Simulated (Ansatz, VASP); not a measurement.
## Two plane-wave programs on In3GaP4

```
CELL_PARAMETERS angstrom
5.46394 0.00000 0.00000
0.00000 5.46394 0.00000
0.00000 0.00000 5.46394
ATOMIC_POSITIONS crystal
In 0.50000 0.00000 0.50000
In 0.50000 0.50000 0.00000
In 0.00000 0.50000 0.50000
Ga 0.00000 0.00000 0.00000
P 0.00000 0.50000 0.00000
P 0.50000 0.50000 0.50000
P 0.00000 0.00000 0.50000
P 0.50000 0.00000 0.00000
```

Alike in both runs: task relaxation of cell and atoms; functional PBE; k mesh 8 × 8 × 8; occupations gaussian, width 0.1 eV; no spin polarisation.

```csv
,VASP,Ansatz
version,VASP 6.6.1,Ansatz 0.2.0
potentials or method,"VASP PAW PBE potentials, release 64 (In_d, Ga_d, P), cutoff 600 eV","scalar-relativistic, plane waves, PAW"
valence electrons in the cell,72,72
```

|  | VASP | Ansatz | Ansatz less VASP |
| --- | --- | --- | --- |
| gap on the k mesh at the Fermi level, each at its own relaxed structure (eV) | none | none | - |
| relaxed volume (Å³/atom) | 20.36 | 20.36 | +0.005 |
| relaxed cell length with the largest relative difference (Å) | 5.461 | 5.461 | +0.0005 |

A gap of «none» marks a metal or a gap that the smearing closes.
